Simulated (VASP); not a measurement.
Write the native input for VASP 6.6.1 that does the following.

```
Task                   : single point
Functional             : PBE
Potentials or basis    : VASP PAW PBE potentials, release 64 (In_d, P)
Cutoff                 : 520 eV
k mesh                 : 10 × 10 × 10
Occupations            : gaussian, width 0.05 eV
Spin                   : no spin polarisation
Dipole correction      : no
Further INCAR settings : ALGO = Normal; EDIFF = 1e-06; NBANDS = 16
```

The structure of InP lies in POSCAR:

```
InP
1.0
    0.0000000000      2.9800342081      3.1141357475
    2.9800342081      0.0000000000      3.1141357475
    2.9800342081      2.9800342081      0.0000000000
In P
1 1
Direct
    0.0000000000      0.0000000000      0.0000000000
    0.7500000000      0.7500000000      0.7500000000
```

This cell differs from its parent crystal: strain +0.0450 x Voigt [0, 0, 1, 0, 0, 0].

The input as run:

INCAR

```
SYSTEM = InP
PREC = Accurate
ENCUT = 520
EDIFF = 1E-6
ISMEAR = 0
SIGMA = 0.05
LREAL = .FALSE.
LASPH = .TRUE.
NELM = 80
ALGO = Normal
ISIF = 2
LWAVE = .FALSE.
LCHARG = .FALSE.
GGA = PE
NBANDS = 16
```

KPOINTS

```
regular mesh
0
G
  10 10 10
  0 0 0
```

Potentials or basis: VASP PAW PBE potentials, release 64 (In_d, P).

Run with:

```bash
$ cat potpaw_PBE.64/In_d/POTCAR potpaw_PBE.64/P/POTCAR > POTCAR
$ mpirun -np 1 vasp_std > vasp.out
```

It gave:

* Pressure: -2.4 GPa
* Band gap on the k mesh: 0.12 eV, direct

Caveat: the cell differs from its parent crystal (strain +0.0450 x Voigt [0, 0, 1, 0, 0, 0]); spin-orbit coupling is left out, which moves the levels of the heavy elements.

Run time: 2.2 min on 1 thread of AMD EPYC 7R13, on a shared host, peak memory 0.2 GiB.
